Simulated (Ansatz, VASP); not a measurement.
# Two plane-wave programs on CuI

POSCAR

```
CuI
1.0
    0.0000000000      3.0315000000      3.0315000000
    3.0315000000      0.0000000000      3.0315000000
    3.0315000000      3.0315000000      0.0000000000
I Cu
1 1
Direct
    0.0000000000      0.0000000000      0.0000000000
    0.7500000000      0.7500000000      0.7500000000
```

Contents of INCAR.step1:

```
PREC     = Accurate       # precision mode
ENCUT    = 520            # plane-wave cutoff, eV
ISMEAR   = 1              # smearing method
SIGMA    = 0.15           # smearing width, eV
LREAL    = False          # projectors in reciprocal space
LASPH    = True           # aspherical terms in the spheres
NELM     = 150            # most SCF steps
LNONCOLLINEAR= True           # non-collinear magnetism
MAGMOM   = 0 0 0 0 0 0    # initial moments
LSORBIT  = True           # spin-orbit coupling
GGA_COMPAT= False        
LMAXMIX  = 4              # l up to which the mixer works
NBANDS   = 30             # bands
GGA      = PE             # functional
ALGO     = Normal         # electronic algorithm
EDIFF    = 1E-4           # SCF threshold, eV
LWAVE    = True           # write WAVECAR
LCHARG   = False          # write CHGCAR
```

The input INCAR.step2:

```
PREC     = Accurate       # precision mode
ENCUT    = 520            # plane-wave cutoff, eV
EDIFF    = 1E-7           # SCF threshold, eV
ISMEAR   = 1              # smearing method
SIGMA    = 0.15           # smearing width, eV
LREAL    = False          # projectors in reciprocal space
LASPH    = True           # aspherical terms in the spheres
NELM     = 150            # most SCF steps
ALGO     = Normal         # electronic algorithm
ISIF     = 2              # what is computed and relaxed
LWAVE    = False          # write WAVECAR
LCHARG   = False          # write CHGCAR
LNONCOLLINEAR= True           # non-collinear magnetism
MAGMOM   = 0 0 0 0 0 0    # initial moments
LORBIT   = 11             # projections on sites
LSORBIT  = True           # spin-orbit coupling
GGA_COMPAT= False        
LORBMOM  = True         
LMAXMIX  = 4              # l up to which the mixer works
METAGGA  = R2SCAN         # meta-GGA
LMIXTAU  = True         
NBANDS   = 30             # bands
ISTART   = 1
```

KPOINTS

```
Automatic mesh
0
Gamma
  5 5 5
```

The input input.yaml:

```yaml
crystal:
  lattice:
    - [0.0, 3.0315, 3.0315]
    - [3.0315, 0.0, 3.0315]
    - [3.0315, 3.0315, 0.0]
  atoms:
    - { symbol: I, position: [0.0, 0.0, 0.0] }
    - { symbol: Cu, position: [0.75, 0.75, 0.75] }
hamiltonian:
  xc: r2scan
  pseudopotentials: { kind: paw_fr }
magnetization:
  noncollinear: true
  spin_orbit: true
kpoints:
  mp_grid: { grid: [5, 5, 5] }
scf:
  occupations: { method: cold, width: 0.15 }
output:
  forces: true
  stress: true
  eigenvalues: true
```

Alike in both runs: task single point; functional r2SCAN; k mesh 5 × 5 × 5; non-collinear spin, spin-orbit coupling.

```csv
,VASP,Ansatz
version,VASP 6.6.1,Ansatz 0.2.0
potentials or method,"VASP PAW PBE potentials, release 64 (I, Cu)",Ansatz PAW
plane-wave cutoff (eV),520,500
occupations,"methfessel-paxton of order 1, width 0.15 eV","cold, width 0.15 eV"
valence electrons in the cell,18,36
```

|  | VASP | Ansatz | Ansatz less VASP |
| --- | --- | --- | --- |
| pressure (GPa) | -0.7 | -0.7 | +0.03 |

VASP's potentials were made for PBE, not for r2SCAN. VASP's potentials hold 18 valence electrons a cell and Ansatz's 36, so a difference there can come from the potentials and not from the codes.

Noted on Ansatz's run: odd divisions of the mesh miss points on the zone boundary, where band edges often lie, so the gap on the mesh can be too wide.
